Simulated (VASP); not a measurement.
Si3F2, 5 atoms in the cell. Symmetry: Fmmm, No. 69, orthorhombic system. Conventional cell: a = 4.977 Å, b = 7.055 Å, c = 10.994 Å, α = 90.00°, β = 90.00°, γ = 90.00°. Within 2.2 Å of Si (site symmetry mmm) lie 2 F at 1.68 Å. Within 3.0 Å of Si (site symmetry m2m) lie 6 Si at 2.27 to 2.79 Å and 2 F at 2.93 Å. Within 2.2 Å of F (site symmetry mm2) lie 1 Si at 1.68 Å. The cell was built from a structure type or drawn by symmetry, and may not be a known phase.

- Program: VASP 6.6.1
- Task: single point
- Functional: PBE
- Potentials or basis: VASP PAW PBE potentials, release 64 (Si, F)
- Cutoff: 520 eV
- k mesh: 4 × 4 × 4
- Occupations: gaussian, width 0.1 eV
- Spin: no spin polarisation
- Dipole correction: no
- Further INCAR settings: ALGO = Normal; EDIFF = 1e-06; NBANDS = 21

Potentials or basis: VASP PAW PBE potentials, release 64 (Si, F).

Launch:

```sh
$ cat potpaw_PBE.64/Si/POTCAR potpaw_PBE.64/F/POTCAR > POTCAR
$ mpirun -np 1 vasp_std > vasp.out
```

Hardware: 1 thread of Intel(R) Xeon(R) 6975P-C (Granite Rapids), with other jobs on the host.

Q: How long does it take, and how much memory?

A: Run time: 22 s on 1 thread of Intel(R) Xeon(R) 6975P-C (Granite Rapids), with other jobs on the host, peak memory 0.24 GiB. Counts: scf iterations 14, k points 18.
